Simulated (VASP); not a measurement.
Input of a VASP 6.6.1 run:

INCAR

```
SYSTEM = InP
ALGO     = Normal         ! electronic algorithm
EDIFF    = 1E-6           ! SCF threshold, eV
ENCUT    = 500            ! plane-wave cutoff, eV
GGA      = PE             ! functional
GGA_COMPAT= .FALSE.      
ISIF     = 2              ! what is computed and relaxed
ISMEAR   = 0              ! smearing method
IVDW     = 12             ! dispersion correction
LASPH    = .TRUE.         ! aspherical terms in the spheres
LCHARG   = .FALSE.        ! write CHGCAR
LREAL    = .FALSE.        ! projectors in reciprocal space
LWAVE    = .FALSE.        ! write WAVECAR
NBANDS   = 16             ! bands
NELM     = 120            ! most SCF steps
PREC     = Accurate       ! precision mode
SIGMA    = 0.01           ! smearing width, eV
```

Contents of KPOINTS:

```
k-points
0
G
  7 7 7
  0 0 0
```

POSCAR

```
InP
1.0
    0.0000000000      3.0250968783      3.0250968783
    3.0250968783      0.0000000000      3.0250968783
    3.0250968783      3.0250968783      0.0000000000
In P
1 1
Direct
    0.0000000000      0.0000000000      0.0000000000
    0.2500000000      0.2500000000      0.2500000000
```

Potentials or basis: VASP PAW PBE potentials, release 64 (In_d, P).

The run is started by

```sh
$ cat potpaw_PBE.64/In_d/POTCAR potpaw_PBE.64/P/POTCAR > POTCAR
$ mpirun -np 1 vasp_std > vasp.out
```

Predict the band gap on the k mesh.

0.19 eV, direct.

Estimate the pressure.

-4.3 GPa.

Estimate the dispersion energy per atom.

-0.282 eV.

Caveat: three body term missing; spin-orbit coupling is left out, which moves the levels of the heavy elements.
